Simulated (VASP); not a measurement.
A run of VASP 6.6.1:

File INCAR:

```
SYSTEM = Ge2Pd
ALGO = Normal
EDIFF = 1E-7
EDIFFG = -0.01
ENCUT = 600
GGA = PE
IBRION = 2
ISIF = 3
ISMEAR = 0
LASPH = .True.
LCHARG = .False.
LREAL = .False.
LWAVE = .False.
NELM = 100
NSW = 100
PREC = Accurate
SIGMA = 0.1
```

Contents of KPOINTS:

```
k-points
0
Gamma
  18 18 6
  0 0 0
```

POSCAR

```
Ge2Pd
1.0
    2.8315591489      0.0000000000      0.0000000000
   -1.4157795744      2.4522021552      0.0000000000
    0.0000000000      0.0000000000      7.8740572007
Ge Pd
2 1
Direct
    0.0000000000      0.0000000000      0.3181300742
    0.0000000000      0.0000000000      0.6818699258
    0.0000000000      0.0000000000      0.0000000000
```

Potentials or basis: VASP PAW PBE potentials, release 64 (Ge_d, Pd).

Command:

```console
$ cat potpaw_PBE.64/Ge_d/POTCAR potpaw_PBE.64/Pd/POTCAR > POTCAR
$ mpirun -np 1 vasp_std > vasp.out
```

Hardware: 1 thread of Intel Xeon 8259CL, with other jobs on the host.

**Question.** Estimate the wall time of this run.

**Answer.** It took 18 min on 1 thread of Intel Xeon 8259CL, with other jobs on the host, peak memory 0.36 GiB. Counts: scf iterations 42, k points 148, ion steps 5.
